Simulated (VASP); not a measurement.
Write the native input for VASP 6.6.1 that does the following.

```
Task                   : single point
Functional             : PBEsol
Potentials or basis    : VASP PAW PBE potentials, release 64 (O)
Cutoff                 : 600 eV
k mesh                 : 22 × 22 × 22
Occupations            : gaussian, width 0.15 eV
Spin                   : no spin polarisation
Dipole correction      : no
Further INCAR settings : ALGO = Normal; EDIFF = 1e-06; NBANDS = 13
```

The structure of O lies in POSCAR:

```
O
1.0
    0.0000000000      1.6416732935      4.1692376822
    1.6473017622      0.0000000000      4.1692376822
    1.6473017622      1.6416732935      0.0000000000
O
2
Direct
    0.0675080576      0.0675080576      0.9324919424
    0.9324919424      0.9324919424      0.0675080576
```

The input as run:

INCAR

```
PREC = Accurate ; ENCUT = 600
EDIFF = 1E-6 ; ISMEAR = 0
SIGMA = 0.15 ; LREAL = F
LASPH = T ; NELM = 120
ALGO = Normal ; ISIF = 2
LWAVE = F ; LCHARG = F
GGA = PS ; NBANDS = 13
GGA_COMPAT = F
```

KPOINTS

```
Automatic mesh
0
Gamma
  22 22 22
```

Potentials or basis: VASP PAW PBE potentials, release 64 (O).

The run is started by

```console
$ cat potpaw_PBE.64/O/POTCAR > POTCAR
$ mpirun -np 1 vasp_std > vasp.out
```

Results of the run:

```yaml
Pressure: 28.6 GPa
Largest_force: 10.691 eV/Å
Band_gap_on_the_k_mesh: zero (bands 6 and 7 overlap by 2.85 eV)
```

Caveat: the standard files for N, O and F lose accuracy on very short bonds; spin is off for a triplet molecule; the stress differs along the axes, from 0 to 85 GPa; this functional lacks dispersion, which holds the molecules together, so the pressure and a relaxed volume are unreliable; the PAW data sets were made with another functional, which shifts forces and pressure a little.

Run time: 8.4 min on 1 thread of Oxide Virtual Turin-like Processor, with other jobs on the host, peak memory 0.46 GiB.
